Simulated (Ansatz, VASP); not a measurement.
**MgO: VASP beside Ansatz**

```
Mg O
1.0
     0.00000    2.10850    2.10850
     2.10850    0.00000    2.10850
     2.10850    2.10850    0.00000
Mg O
1 1
Cartesian
  0.0000 0.0000 0.0000
  2.1085 2.1085 2.1085
```

Alike in both runs: task single point; functional PBE; k mesh 8 × 8 × 8; occupations gaussian, width 0.05 eV; no spin polarisation.

|  | VASP | Ansatz |
| --- | --- | --- |
| version | VASP 6.6.1 | Ansatz 0.2.0 |
| potentials or method | VASP PAW PBE potentials, release 64 (Mg, O), cutoff 600 eV | scalar-relativistic, plane waves, PAW |
| valence electrons in the cell | 8 | 16 |

|  | VASP | Ansatz | Ansatz less VASP |
| --- | --- | --- | --- |
| gap on the k mesh at the Fermi level (eV) | 4.69 | 4.71 | +0.015 |
| least direct gap on the mesh (eV) | 4.69 | 4.71 | +0.015 |
| pressure (GPa) | 3.1 | 4.1 | +0.98 |

The functional is the same, so the differences come from potentials, cutoffs and numerics. VASP's potentials hold 8 valence electrons a cell and Ansatz's 16, so a difference there can come from the potentials and not from the codes.
